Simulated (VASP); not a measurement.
# Rh (Im-3m) in VASP: further runs

Rh is run at these levels: PBEsol; tasks: single point, relaxation of cell and atoms.

All numbers are computed with VASP 6.6.1; they aren't measurements. Logs are shortened: lines on timing, memory, paths and dates and some standing lists are left out, and cuts for length are marked.

### 1 The cell of the first run

The structure is cubic, space group Im-3m (No. 229). Conventional cell: a = 3.031 Å, b = 3.031 Å, c = 3.031 Å, α = 90.00°, β = 90.00°, γ = 90.00°. Within 3.5 Å of Rh (site symmetry m-3m) lie 14 Rh at 2.62 to 3.03 Å.

### 2 Single point, PBEsol

Contents of INCAR:

```
  PREC = Accurate
  ENCUT = 520
  EDIFF = 1E-6
  ISMEAR = -1
  SIGMA = 0.1
  LREAL = F
  LASPH = T
  NELM = 60
  ALGO = Normal
  ISIF = 2
  LWAVE = F
  LCHARG = F
  GGA = PS
  NBANDS = 14
```

Contents of KPOINTS:

```
Automatic mesh
0
Gamma
  16 16 16
```

Contents of POSCAR:

```
Rh
1.0
   -1.5152866436      1.5152866436      1.5152866436
    1.5152866436     -1.5152866436      1.5152866436
    1.5152866436      1.5152866436     -1.5152866436
Rh
1
Direct
    0.0000000000      0.0000000000      0.0000000000
```

Potentials or basis: VASP PAW PBE potentials, release 64 (Rh_pv).

Run with:

```console
$ cat potpaw_PBE.64/Rh_pv/POTCAR > POTCAR
$ mpirun -np 1 vasp_std > vasp.out
```

OUTCAR:

```text
PREC = Accurate
   ENCUT = 520
   EDIFF = 1E-6
   ISMEAR = -1
   LREAL = F
   LASPH = T
   NELM = 60
   ISIF = 2
   GGA = PS

 ion  position               nearest neighbor table
   1  0.000  0.000  0.000-

  LATTYP: Found a body centered cubic cell.
 ALAT       =     3.0305732872

  Lattice vectors:

 A1 = (  -1.5152866436,   1.5152866436,   1.5152866436)
 A2 = (   1.5152866436,  -1.5152866436,   1.5152866436)
 A3 = (   1.5152866436,   1.5152866436,  -1.5152866436)

Analysis of symmetry for initial positions (statically):
=====================================================================
 Subroutine PRICEL returns:
 Original cell was already a primitive cell.

 Routine SETGRP: Setting up the symmetry group for a
 body centered cubic supercell.

 Subroutine GETGRP returns: Found 48 space group operations
[... 9 lines left out ...]

 Routine SETGRP: Setting up the symmetry group for a
 body centered cubic supercell.

 Subroutine GETGRP returns: Found 48 space group operations
[... 11 lines left out ...]
                                     Primitive cell

  volume of cell :      13.9170

  direct lattice vectors                    reciprocal lattice vectors
    -1.515286644  1.515286644  1.515286644     0.000000000  0.329970572  0.329970572
     1.515286644 -1.515286644  1.515286644     0.329970572  0.000000000  0.329970572
     1.515286644  1.515286644 -1.515286644     0.329970572  0.329970572  0.000000000

  length of vectors
     2.624553455  2.624553455  2.624553455     0.466648858  0.466648858  0.466648858

  position of ions in fractional coordinates (direct lattice)
     0.000000000  0.000000000  0.000000000

  ion indices of the primitive-cell ions
   primitive index   ion index
                 1           1

----------------------------------------------------------------------------------------

 KPOINTS: Automatic mesh

Automatic generation of k-mesh.
 Grid dimensions read from file:
 generate k-points for:   16   16   16

 Generating k-lattice:

  Cartesian coordinates                     Fractional coordinates (reciprocal lattice)
     0.000000000  0.020623161  0.020623161     0.062500000  0.000000000  0.000000000
     0.020623161  0.000000000  0.020623161     0.000000000  0.062500000  0.000000000
     0.020623161  0.020623161  0.000000000     0.000000000  0.000000000  0.062500000

  Length of vectors
     0.029165554  0.029165554  0.029165554
[... 52 lines left out ...]
   ENCUT  =  520.0 eV  38.22 Ry    6.18 a.u.   4.88  4.88  4.88*2*pi/ulx,y,z
   NELM   =     60;   NELMIN=  2; NELMDL= -5     # of ELM steps
   EDIFF  = 0.1E-05   stopping-criterion for ELM
   LREAL  =      F    real-space projection
   EDIFFG = 0.1E-04   stopping-criterion for IOM
   NSW    =      0    number of steps for IOM
   IBRION =     -1    ionic relax: 0-MD 1-quasi-New 2-CG
   NFREE  =      0    steps in history (QN), initial steepest desc. (CG)
   ISIF   =      2    stress and relaxation
   ISYM   =      2    0-nonsym 1-usesym 2-fastsym
   POTIM  = 0.5000    time-step for ionic-motion
   TEBEG  =    0.0;   TEEND  =   0.0 temperature during run
   PSTRESS=    0.0 pullay stress
   NELECT =      15.0000    total number of electrons
   NUPDOWN=      -1.0000    fix difference up-down
   EMIN   =  10.00;   EMAX   =-10.00  energy-range for DOS
   EFERMI =   0.00;   METHOD = LEGACY
   ISMEAR =    -1;   SIGMA  =   0.10  broadening in eV -4-tet -1-fermi 0-gaus
   EFERMI_NEDOS =   21; number of points for ismear=-14 and -15
   IALGO  =     38    algorithm
   IMIX   =      4    mixing-type and parameters
     AMIX     =   0.40;   BMIX     =  1.00
     AMIX_MAG =   1.60;   BMIX_MAG =  1.00
  volume/ion in A,a.u.               =      13.92        93.92
  Fermi-wavevector in a.u.,A,eV,Ry     =   1.678509  3.171923 38.332972  2.817394
  Thomas-Fermi vector in A             =   2.762586
   LORBIT       =      0    0 simple, 1 ext, 2 COOP (PROOUT), +10 PAW based schemes
   GGA     = PS    functional components
   LHFCALC =     F    Hartree Fock is set to
   AEXX    =    0.0000 exact exchange contribution
   IVDW    =     0    specifies the selected vdW correction
   LEPSILON=     F    determine dielectric tensor
   LRPA    =     F    only Hartree local field effects (RPA)
 non-spin polarized calculation
  energy-cutoff  :      520.00
  volume of cell :       13.92
 maximum number of plane-waves:       386
   NGX =  9   NGY =  9   NGZ =  9

 number of electron      14.9999994 magnetization

 Free energy of the ion-electron system (eV)
  ---------------------------------------------------
  ext. energy  EPLUGINS =         0.00000000
  ---------------------------------------------------
  free energy    TOTEN  =        -7.78761000 eV

  energy without entropy =       -7.71298546  energy(sigma->0) =       -7.75029773

 E-fermi :  11.3682     XC(G=0): -14.1233

 val. band max:       11.3632443599   @ k =   0.3125   0.1875   0.0625
 cond. band min:      11.3731912249   @ k =  -0.4375   0.4375   0.3750
 fundamental gap:      0.0099468651
 Fermi energy:        11.3682404902

 k-point     1 :       0.0000    0.0000    0.0000
  band No.  band energies     occupation
      1     -34.6238      2.00000
      2     -34.6238      2.00000
      3     -34.6238      2.00000
      4       3.5746      2.00000
      5       8.4261      2.00000
      6       8.4261      2.00000
      7       8.4261      2.00000
      8      10.9086      1.98002
      9      10.9086      1.98002
     10      29.7869      0.00000
     11      29.7869      0.00000
     12      29.7869      0.00000
     13      32.2339      0.00000
     14      39.8983      0.00000
[... 377 lines left out ...]
      1     -35.1888      2.00000
      2     -34.8595      2.00000
      3     -34.6844      2.00000
      4       6.4193      2.00000
      5       7.3876      2.00000
      6       8.4626      2.00000
      7      10.4671      1.99976
      8      11.3839      0.92191
      9      13.6980      0.00000
     10      24.5003      0.00000
     11      25.9815      0.00000
     12      30.0460      0.00000
     13      32.2406      0.00000
     14      33.8171      0.00000

 [... further k-points ...]
[... 5 lines left out ...]
  --------------------------------------------------------------------------------------
  -------------------------------------------------------------------------------------
  Total       -0.0057185     -0.0057185     -0.0057185      0.0000000     -0.0000000      0.0000000
  in kB       -0.6583391     -0.6583391     -0.6583391      0.0000000     -0.0000000      0.0000000
  external PRESSURE =      -0.6583391 kB  Pullay stress =       0.0000000 kB

 VOLUME and BASIS-vectors are now :
 -----------------------------------------------------------------------------
  energy-cutoff  :      520.00
  volume of cell :       13.92
      direct lattice vectors                 reciprocal lattice vectors
    -1.515286644  1.515286644  1.515286644     0.000000000  0.329970572  0.329970572
     1.515286644 -1.515286644  1.515286644     0.329970572  0.000000000  0.329970572
     1.515286644  1.515286644 -1.515286644     0.329970572  0.329970572  0.000000000

 POSITION                                       TOTAL-FORCE (eV/Angst)
 -----------------------------------------------------------------------------------
      0.00000      0.00000      0.00000        -0.000000      0.000000     -0.000000
 -----------------------------------------------------------------------------------
    total drift:                                0.000000     -0.000000      0.000000

  FREE ENERGIE OF THE ION-ELECTRON SYSTEM (eV)
  ---------------------------------------------------
  free  energy   TOTEN  =        -7.7876100032 eV

  energy  without entropy=       -7.7129854625  energy(sigma->0) =       -7.75029773
```

Run time: 21 s. Hardware: 1 thread of AMD EPYC 7R43 (Zen 3), shared host; peak memory 0.1 GiB.

Results:

| Property | Result |
| --- | --- |
| Free energy | -7.7876 eV |
| Pressure | -0.1 GPa |

Caveat: the PAW data sets were made with another functional, which shifts forces and pressure a little.

[end of part 1 of 2]
